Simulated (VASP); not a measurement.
# TaN (P6/mmm) in VASP: further runs

Aim: see how the results for TaN move with the level of theory and the settings. Levels: r2SCAN+D4, revPBE+D3(BJ). Tasks: single point, relaxation of cell and atoms.

Everything below comes from runs of VASP 6.6.1. Logs are shortened: lines on timing, memory, paths and dates and some standing lists are left out, and cuts for length are marked.

## (1) The cell of the first run

The structure is hexagonal, space group P6/mmm (No. 191). Conventional cell: a = 5.224 Å, b = 5.224 Å, c = 2.906 Å, α = 90.00°, β = 90.00°, γ = 120.00°. Ta (site symmetry 6/mmm) has 6 N at 2.61 Å and 14 Ta at 2.91 to 3.35 Å within 3.4 Å. Ta (site symmetry -6m2) has 6 N at 2.09 Å and 5 Ta at 2.91 to 3.02 Å within 3.1 Å. Within 3.0 Å of N (site symmetry mmm) lie 6 Ta at 2.09 to 2.61 Å and 6 N at 2.61 to 2.91 Å.

## (2) Single point, r2SCAN+D4

Contents of POSCAR:

```
TaN
1.0
    5.2236482999      0.0000000000      0.0000000000
   -2.6118241500      4.5238121282      0.0000000000
    0.0000000000      0.0000000000      2.9055748777
Ta N
3 3
Direct
    0.0000000000      0.0000000000      0.0000000000
    0.3333333333      0.6666666667      0.5000000000
    0.6666666667      0.3333333333      0.5000000000
    0.5000000000      0.0000000000      0.0000000000
    0.5000000000      0.5000000000      0.0000000000
    0.0000000000      0.5000000000      0.0000000000
```

Contents of INCAR.step1:

```
PREC = Accurate
ENCUT = 520
ISMEAR = 1
SIGMA = 0.15
LREAL = False
LASPH = True
NELM = 60
NBANDS = 33
GGA = PE
ALGO = Normal
EDIFF = 1E-4
LWAVE = True
LCHARG = False
```

Contents of INCAR.step2:

```
PREC = Accurate
ENCUT = 520
EDIFF = 1E-6
ISMEAR = 1
SIGMA = 0.15
LREAL = False
LASPH = True
NELM = 60
ALGO = Normal
ISIF = 2
LWAVE = False
LCHARG = False
METAGGA = R2SCAN
LMIXTAU = True
IVDW = 13
VDW_S6 = 1.0
VDW_S8 = 0.6018749
VDW_A1 = 0.51559235
VDW_A2 = 5.77342911
NBANDS = 33
ISTART = 1
```

Contents of KPOINTS:

```
Automatic mesh
0
Gamma
  5 5 8
```

Potentials or basis: VASP PAW PBE potentials, release 64 (Ta_pv, N).

Started as:

```bash
> cat potpaw_PBE.64/Ta_pv/POTCAR potpaw_PBE.64/N/POTCAR > POTCAR
> cp INCAR.step1 INCAR
> mpirun -np 1 vasp_std > vasp.out
> cp INCAR.step2 INCAR
> mpirun -np 1 vasp_std > vasp.out
```

OUTCAR:

```text
PREC = Accurate
   ENCUT = 520
   EDIFF = 1E-6
   ISMEAR = 1
   LREAL = False
   LASPH = True
   NELM = 60
   ISIF = 2
   METAGGA = R2SCAN
   IVDW = 13
   ISTART = 1

 ion  position               nearest neighbor table
   1  0.000  0.000  0.000-   4 2.61   4 2.61   5 2.61   5 2.61   6 2.61   6 2.61   3 3.35   3 3.35
                             2 3.35   2 3.35   2 3.35   3 3.35   2 3.35   3 3.35   2 3.35   3 3.35
   2  0.333  0.667  0.500-   6 2.09   6 2.09   4 2.09   4 2.09   5 2.09   5 2.09   3 3.02   3 3.02
                             3 3.02   1 3.35   1 3.35   1 3.35   1 3.35   1 3.35   1 3.35
   3  0.667  0.333  0.500-   6 2.09   6 2.09   4 2.09   4 2.09   5 2.09   5 2.09   2 3.02   2 3.02
                             2 3.02   1 3.35   1 3.35   1 3.35   1 3.35   1 3.35   1 3.35
   4  0.500  0.000  0.000-   2 2.09   3 2.09   2 2.09   3 2.09   1 2.61   1 2.61
   5  0.500  0.500  0.000-   2 2.09   3 2.09   2 2.09   3 2.09   1 2.61   1 2.61
   6  0.000  0.500  0.000-   2 2.09   3 2.09   2 2.09   3 2.09   1 2.61   1 2.61

  LATTYP: Found a hexagonal cell.
 ALAT       =     5.2236482999
 C/A-ratio  =     0.5562347828

  Lattice vectors:

 A1 = (   5.2236482999,   0.0000000000,   0.0000000000)
 A2 = (  -2.6118241500,   4.5238121282,   0.0000000000)
 A3 = (   0.0000000000,   0.0000000000,   2.9055748777)

Analysis of symmetry for initial positions (statically):
=====================================================================
 Subroutine PRICEL returns:
 Original cell was already a primitive cell.

 Routine SETGRP: Setting up the symmetry group for a
 hexagonal supercell.

 Subroutine GETGRP returns: Found 24 space group operations
 (whereof 24 operations were pure point group operations)
 out of a pool of 24 trial point group operations.

The static configuration has the point symmetry D_6h.

Analysis of symmetry for dynamics (positions and initial velocities):
=====================================================================
 Subroutine PRICEL returns:
 Original cell was already a primitive cell.

 Routine SETGRP: Setting up the symmetry group for a
 hexagonal supercell.

 Subroutine GETGRP returns: Found 24 space group operations
 (whereof 24 operations were pure point group operations)
 out of a pool of 24 trial point group operations.

The dynamic configuration has the point symmetry D_6h.

 Subroutine INISYM returns: Found 24 space group operations
 (whereof 24 operations are pure point group operations),
 and found     1 'primitive' translations

----------------------------------------------------------------------------------------

                                     Primitive cell

  volume of cell :      68.6611

  direct lattice vectors                    reciprocal lattice vectors
     5.223648300  0.000000000  0.000000000     0.191437084  0.110526252  0.000000000
    -2.611824150  4.523812128  0.000000000     0.000000000  0.221052504  0.000000000
     0.000000000  0.000000000  2.905574878     0.000000000  0.000000000  0.344165971

  length of vectors
     5.223648300  5.223648300  2.905574878     0.221052504  0.221052504  0.344165971

  position of ions in fractional coordinates (direct lattice)
     0.000000000  0.000000000  0.000000000
     0.333333333  0.666666667  0.500000000
     0.666666667  0.333333333  0.500000000
     0.500000000  0.000000000  0.000000000
     0.500000000  0.500000000  0.000000000
     0.000000000  0.500000000  0.000000000

  ion indices of the primitive-cell ions
   primitive index   ion index
                 1           1
                 2           2
                 3           3
                 4           4
                 5           5
                 6           6

----------------------------------------------------------------------------------------

 KPOINTS: Automatic mesh

Automatic generation of k-mesh.
 Grid dimensions read from file:
 generate k-points for:    5    5    8

 Generating k-lattice:

  Cartesian coordinates                     Fractional coordinates (reciprocal lattice)
     0.038287417  0.022105250  0.000000000     0.200000000 -0.000000000  0.000000000
     0.000000000  0.044210501  0.000000000     0.000000000  0.200000000  0.000000000
     0.000000000  0.000000000  0.043020746     0.000000000  0.000000000  0.125000000

  Length of vectors
     0.044210501  0.044210501  0.043020746

  Shift w.r.t. Gamma in fractional coordinates (k-lattice)
     0.000000000  0.000000000  0.000000000

 Subroutine IBZKPT returns following result:
 ===========================================

 Found     25 irreducible k-points:

 Following reciprocal coordinates:
            Coordinates               Weight
  0.000000  0.000000  0.000000      1.000000
  0.200000  0.000000  0.000000      6.000000
  0.400000  0.000000  0.000000      6.000000
  0.200000  0.200000  0.000000      6.000000
  0.400000  0.200000  0.000000      6.000000
  0.000000  0.000000  0.125000      2.000000
[... 16 lines left out ...]
  0.400000  0.000000  0.500000      6.000000
  0.200000  0.200000  0.500000      6.000000
   k-points           NKPTS =     25   k-points in BZ     NKDIM =     25   number of bands    NBANDS=     33
   number of dos      NEDOS =    301   number of ions     NIONS =      6
   total plane-waves  NPLWV =  38400
   dimension x,y,z NGX =    40 NGY =   40 NGZ =   24
   dimension x,y,z NGXF=    80 NGYF=   80 NGZF=   48
   ions per type =               3   3
   NGX,Y,Z   is equivalent  to a cutoff of  12.73, 12.73, 13.73 a.u.
   NGXF,Y,Z  is equivalent  to a cutoff of  25.46, 25.46, 27.46 a.u.
 SYSTEM =  unknown system
   PREC   = accura    normal or accurate (medium, high low for compatibility)
   ISTART =      1    job   : 0-new  1-cont  2-samecut
   ICHARG =      0    charge: 1-file 2-atom 10-const
   ISPIN  =      1    spin polarized calculation?
   LNONCOLLINEAR =      F non collinear calculations
   LSORBIT =      F    spin-orbit coupling
   LASPH  =      T    aspherical Exc in radial PAW
   ENCUT  =  520.0 eV  38.22 Ry    6.18 a.u.   9.71  9.71  5.40*2*pi/ulx,y,z
   NELM   =     60;   NELMIN=  2; NELMDL=  0     # of ELM steps
   EDIFF  = 0.1E-05   stopping-criterion for ELM
   LREAL  =      F    real-space projection
   EDIFFG = 0.1E-04   stopping-criterion for IOM
   NSW    =      0    number of steps for IOM
   IBRION =     -1    ionic relax: 0-MD 1-quasi-New 2-CG
   NFREE  =      0    steps in history (QN), initial steepest desc. (CG)
   ISIF   =      2    stress and relaxation
   ISYM   =      2    0-nonsym 1-usesym 2-fastsym
   POTIM  = 0.5000    time-step for ionic-motion
   TEBEG  =    0.0;   TEEND  =   0.0 temperature during run
   PSTRESS=    0.0 pullay stress
   NELECT =      48.0000    total number of electrons
   NUPDOWN=      -1.0000    fix difference up-down
   EMIN   =  10.00;   EMAX   =-10.00  energy-range for DOS
   EFERMI =   0.00;   METHOD = LEGACY
   ISMEAR =     1;   SIGMA  =   0.15  broadening in eV -4-tet -1-fermi 0-gaus
   EFERMI_NEDOS =   21; number of points for ismear=-14 and -15
   IALGO  =     38    algorithm
   IMIX   =      4    mixing-type and parameters
     AMIX     =   0.40;   BMIX     =  1.00
     AMIX_MAG =   1.60;   BMIX_MAG =  1.00
  volume/ion in A,a.u.               =      11.44        77.22
  Fermi-wavevector in a.u.,A,eV,Ry     =   1.452954  2.745684 28.722905  2.111074
  Thomas-Fermi vector in A             =   2.570276
   LORBIT       =      0    0 simple, 1 ext, 2 COOP (PROOUT), +10 PAW based schemes
   METAGGA = R2SCAN    functional components
   LHFCALC =     F    Hartree Fock is set to
   AEXX    =    0.0000 exact exchange contribution
   IVDW    =    13    specifies the selected vdW correction
   LEPSILON=     F    determine dielectric tensor
   LRPA    =     F    only Hartree local field effects (RPA)
 non-spin polarized calculation
 Methfessel and Paxton  Order N= 1 SIGMA  =   0.15
  energy-cutoff  :      520.00
  volume of cell :       68.66
 maximum number of plane-waves:      1865
 NGX is ok and might be reduce to    40
   NGX = 19   NGY = 19   NGZ = 11

 number of electron      47.9999999 magnetization

 Free energy of the ion-electron system (eV)
  ---------------------------------------------------
  ext. energy  EPLUGINS =         0.00000000
  ---------------------------------------------------
  free energy    TOTEN  =      -178.41940688 eV

  energy without entropy =     -178.42005170  energy(sigma->0) =     -178.41962182

 E-fermi :   8.1170     XC(G=0): -13.9734

 val. band max:        8.1033926061   @ k =   0.0000   0.0000   0.3750
 cond. band min:       8.2113408656   @ k =   0.2000   0.0000   0.2500
 fundamental gap:      0.1079482595
 Fermi energy:         8.1169751672

 k-point     1 :       0.0000    0.0000    0.0000
  band No.  band energies     occupation
      1     -29.5464      2.00000
      2     -29.5464      2.00000
      3     -29.1488      2.00000
      4     -29.1488      2.00000
      5     -28.9166      2.00000
      6     -28.7843      2.00000
[... 25 lines left out ...]
     32      11.4033      0.00000
     33      11.4033      0.00000

 k-point     2 :       0.2000    0.0000    0.0000
  band No.  band energies     occupation
      1     -29.5704      2.00000
      2     -29.5263      2.00000
      3     -29.1445      2.00000
      4     -29.1179      2.00000
      5     -28.9052      2.00000
      6     -28.7954      2.00000
[... 25 lines left out ...]
     32      11.5633      0.00000
     33      11.8652      0.00000
[... 754 lines left out ...]
     32      12.4522      0.00000
     33      13.6372      0.00000

 k-point    24 :       0.2000    0.2000    0.5000
  band No.  band energies     occupation
      1     -29.8173      2.00000
      2     -29.6836      2.00000
      3     -29.4074      2.00000
      4     -29.2943      2.00000
      5     -29.0735      2.00000
      6     -28.9526      2.00000
[... 25 lines left out ...]
     32      12.1460      0.00000
     33      13.5786      0.00000

 [... further k-points ...]

------------------------ aborting loop because EDIFF is reached ----------------------------------------

  DFT-D4 for vdW energy calculation

  Edisp (eV):   -0.64349

  FORCE on cell =-STRESS in cart. coord.  units (eV):
  Direction    XX          YY          ZZ          XY          YZ          ZX
  --------------------------------------------------------------------------------------
  -------------------------------------------------------------------------------------
  Total       0.65959     0.65959     0.88757    -0.00000    -0.00000    -0.00000
  in kB      15.39124    15.39124    20.71113    -0.00000    -0.00000    -0.00000
  external pressure =       17.16 kB  Pullay stress =        0.00 kB

 VOLUME and BASIS-vectors are now :
 -----------------------------------------------------------------------------
  energy-cutoff  :      520.00
  volume of cell :       68.66
      direct lattice vectors                 reciprocal lattice vectors
     5.223648300  0.000000000  0.000000000     0.191437084  0.110526252  0.000000000
    -2.611824150  4.523812128  0.000000000     0.000000000  0.221052504  0.000000000
     0.000000000  0.000000000  2.905574878     0.000000000  0.000000000  0.344165971

 POSITION                                       TOTAL-FORCE (eV/Angst)
 -----------------------------------------------------------------------------------
      0.00000      0.00000      0.00000         0.000000      0.000000      0.000000
     -0.00000      3.01587      1.45279        -0.000000      0.000000      0.000000
      2.61182      1.50794      1.45279         0.000000      0.000000      0.000000
      2.61182      0.00000      0.00000         0.000000      0.000000      0.000000
      1.30591      2.26191      0.00000         0.000000      0.000000      0.000000
     -1.30591      2.26191      0.00000         0.000000      0.000000      0.000000
 -----------------------------------------------------------------------------------
    total drift:                               -0.000000      0.000000     -0.000000

  FREE ENERGIE OF THE ION-ELECTRON SYSTEM (eV)
  ---------------------------------------------------
  free  energy   TOTEN  =      -179.0628939565 eV

  energy  without entropy=     -179.0635387806  energy(sigma->0) =     -179.06310890
```

Run time: 2.6 min. Hardware: 1 thread of AMD EPYC 9R45 (Zen 5), shared host; peak memory 0.19 GiB.

What came out:

```yaml
Free_energy: -179.0629 eV
Pressure: 1.7 GPa
Band_gap_on_the_k_mesh: zero (bands 24 and 25 overlap by 2.19 eV)
Dispersion_energy_per_atom: -0.107 eV
```

Stress tensor (GPa, compression positive):
```
1.54 0.00 0.00
0.00 1.54 0.00
0.00 0.00 2.07
```

Caveat: the PAW data sets were made with another functional, which shifts forces and pressure a little; spin-orbit coupling is left out, which moves the levels of the heavy elements.

## (3) Relaxation of cell and atoms, revPBE+D3(BJ)

This run uses another cell than the first one, of 11.31 Å³/atom.

Contents of INCAR:

```
SYSTEM = TaN
ALGO = Normal
EDIFF = 1E-7
EDIFFG = -0.01
ENCUT = 600
GGA = RE
IBRION = 2
ISIF = 3
ISMEAR = 1
IVDW = 12
LASPH = .TRUE.
LCHARG = .FALSE.
LREAL = .FALSE.
LWAVE = .FALSE.
NELM = 60
NSW = 80
PREC = Accurate
SIGMA = 0.15
```

Contents of KPOINTS:

```
k-points
0
G
  5 5 8
  0 0 0
```

Contents of POSCAR:

```
TaN
1.0
    5.1910000000      0.0000000000      0.0000000000
   -2.5955000000      4.4955378710      0.0000000000
    0.0000000000      0.0000000000      2.9080000000
Ta N
3 3
Direct
    0.0000000000      0.0000000000      0.0000000000
    0.3333330000      0.6666670000      0.5000000000
    0.6666670000      0.3333330000      0.5000000000
    0.5000000000      0.0000000000      0.0000000000
    0.5000000000      0.5000000000      0.0000000000
    0.0000000000      0.5000000000      0.0000000000
```

Potentials or basis: VASP PAW PBE potentials, release 64 (Ta_pv, N).

Started as:

```bash
> cat potpaw_PBE.64/Ta_pv/POTCAR potpaw_PBE.64/N/POTCAR > POTCAR
> mpirun -np 1 vasp_std > vasp.out
```

Run time: 2 min. Hardware: 1 thread of AMD EPYC 9R45 (Zen 5), shared host; peak memory 0.21 GiB.

It converged, with:

| Property | Result |
| --- | --- |
| Free energy | -67.1362 eV |
| Relaxed volume | 11.35 Å³/atom |
| Relaxed cell | a = 5.191 Å, b = 5.191 Å, c = 2.917 Å, α = 90.00°, β = 90.00°, γ = 120.00° |
| Space group after relaxing (to 0.1 Å) | P6/mmm (No. 191) |
| Energy gained by relaxing | 0.3 meV/atom |
| Ionic steps | 5 |
| Pressure after relaxing | 0.0 GPa |
| Band gap on the k mesh | zero (bands 24 and 25 overlap by 2.11 eV) |
| Dispersion energy per atom | -0.820 eV |

Stress tensor (GPa, compression positive):
```
 0.03  0.00  0.00
 0.00  0.03  0.00
 0.00  0.00 -0.07
```

The path:
| step | energy change (eV) | largest force (eV/Å) | pressure (GPa) | volume (Å³) |
| --- | --- | --- | --- | --- |
| 1 | 0.0000 | 0.0000 | 1.32 | 67.86 |
| 2 | 0.0067 | 0.0000 | -3.36 | 68.78 |
| 3 | -0.0015 | 0.0000 | -0.11 | 68.14 |
| 4 | -0.0015 | 0.0000 | -0.14 | 68.14 |
| 5 | -0.0016 | 0.0000 | 0.00 | 68.09 |

Final structure:
```xyz
6
Lattice="5.1914 0.0000 0.0000 -2.5957 4.4959 0.0000 0.0000 0.0000 2.9173" Properties=species:S:1:pos:R:3 pbc="T T T"
Ta   -2.5957    4.4959    0.0000
Ta    0.0000    2.9973    1.4587
Ta    2.5957    1.4986    1.4587
N     0.0000    4.4959    0.0000
N     1.2978    2.2479    0.0000
N    -1.2978    2.2479    0.0000
```

Levels at points of the mesh, in eV from the Fermi level:
```csv
k point,band 21,band 22,band 23,band 24,band 25,band 26,band 27,band 28
"(0.00, 0.00, 0.00)",-3.01,-2.50,-2.05,-1.22,-1.22,0.79,0.79,1.28
"(0.00, 0.00, 0.50)",-3.11,-3.11,-1.93,0.89,0.89,1.40,1.80,2.52
```

Caveat: the PAW data sets were made with another functional, which shifts forces and pressure a little; spin-orbit coupling is left out, which moves the levels of the heavy elements. Zero-point motion and thermal expansion aren't in these numbers.
